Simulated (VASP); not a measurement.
A run of VASP 6.6.1:

INCAR

```
SYSTEM = Pt
ALGO = Normal
EDIFF = 1E-6
ENCUT = 520
GGA = PS
ISIF = 2
ISMEAR = 0
LASPH = .True.
LCHARG = .False.
LREAL = .False.
LWAVE = .False.
NBANDS = 11
NELM = 100
PREC = Accurate
SIGMA = 0.1
```

The input KPOINTS:

```
k-points
0
Gamma
  18 18 18
  0 0 0
```

File POSCAR:

```
Pt
1.0
    0.0000000000      1.9590305190      1.9590305190
    1.9590305190      0.0000000000      1.9590305190
    1.9590305190      1.9590305190      0.0000000000
Pt
1
Direct
    0.0000000000      0.0000000000      0.0000000000
```

Potentials or basis: VASP PAW PBE potentials, release 64 (Pt).

Command:

```bash
$ cat potpaw_PBE.64/Pt/POTCAR > POTCAR
$ mpirun -np 1 vasp_std > vasp.out
```

Hardware: 1 thread of Intel(R) Xeon(R) 6975P-C (Granite Rapids), with other jobs on the host.

Task: Estimate the wall time of this run.

Result: It took 10 s on 1 thread of Intel(R) Xeon(R) 6975P-C (Granite Rapids) (shared host), peak memory 0.16 GiB. Counts: scf iterations 11, k points 195.
